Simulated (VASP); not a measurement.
Here is a VASP 6.6.1 calculation.

Contents of INCAR:

```
PREC = Accurate ; ENCUT = 520
EDIFF = 1E-6 ; ISMEAR = 0
SIGMA = 0.1 ; LREAL = False
LASPH = True ; NELM = 100
ALGO = Normal ; ISIF = 2
LWAVE = False ; LCHARG = True
LDIPOL = True ; IDIPOL = 3
DIPOL = 0.5 0.5 0.489 ; LELF = True
LVHAR = True ; LVACPOTAV = True
NBANDS = 51
```

The input KPOINTS:

```
Automatic mesh
0
Gamma
  20 20 1
```

File POSCAR:

```
W
1.0
    2.8708535300      0.0000000000      0.0000000000
    0.0000000000      2.8708535300      0.0000000000
    0.0000000000      0.0000000000     27.1499998970
W
6
Direct
    0.5000000000      0.5000000000      0.3130755076
    0.0000000000      0.0000000000      0.3878452984
    0.5000000000      0.5000000000      0.4626150995
    0.0000000000      0.0000000000      0.5261253273
    0.5000000000      0.5000000000      0.5919806261
    0.0000000000      0.0000000000      0.6548834119
```

Potentials or basis: VASP PAW LDA potentials, release 64 (W_sv).

Run with:

```console
$ cat potpaw_LDA.64/W_sv/POTCAR > POTCAR
$ mpirun -np 1 vasp_std > vasp.out
```

(1) What does it give for the largest force?

(2) Predict the band gap on the k mesh.

## Answers

(1) 1.380 eV/Å.

(2) zero (bands 42 and 43 overlap by 2.37 eV).

Caveat: spin-orbit coupling is left out, which moves the levels of the heavy elements.
